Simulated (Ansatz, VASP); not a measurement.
**Two plane-wave programs on Re**

```
CELL_PARAMETERS angstrom
0.00000 1.97500 1.89600
1.97500 0.00000 1.89600
1.97500 1.97500 0.00000
ATOMIC_POSITIONS crystal
Re 0.00000 0.00000 0.00000
```

Change from the starting cell: strain +0.000 along x and y, -0.040 along z, atoms carried along.

Alike in both runs: task single point; functional PBEsol; k mesh 20 × 20 × 20; occupations gaussian, width 0.15 eV; no spin polarisation.

|  | VASP | Ansatz |
| --- | --- | --- |
| version | VASP 6.6.1 | Ansatz 0.2.0 |
| potentials or method | VASP PAW PBE potentials, release 64 (Re), cutoff 520 eV | scalar-relativistic, plane waves, PAW |
| valence electrons in the cell | 7 | 15 |

|  | VASP | Ansatz | Ansatz less VASP |
| --- | --- | --- | --- |
| gap on the k mesh at the Fermi level (eV) | none | none | - |
| pressure (GPa) | -4.8 | -4.6 | +0.15 |
| traceless stress, the component that is largest in VASP (GPa) | 7.48 | 7.51 | +0.034 |

VASP's potentials were made for PBE, not for PBEsol. A gap of «none» marks a metal or a gap that the smearing closes. The functional is the same, so the differences come from potentials, cutoffs and numerics. VASP's potentials hold 7 valence electrons a cell and Ansatz's 15, so a difference there can come from the potentials and not from the codes.

Spin-orbit coupling is off throughout.
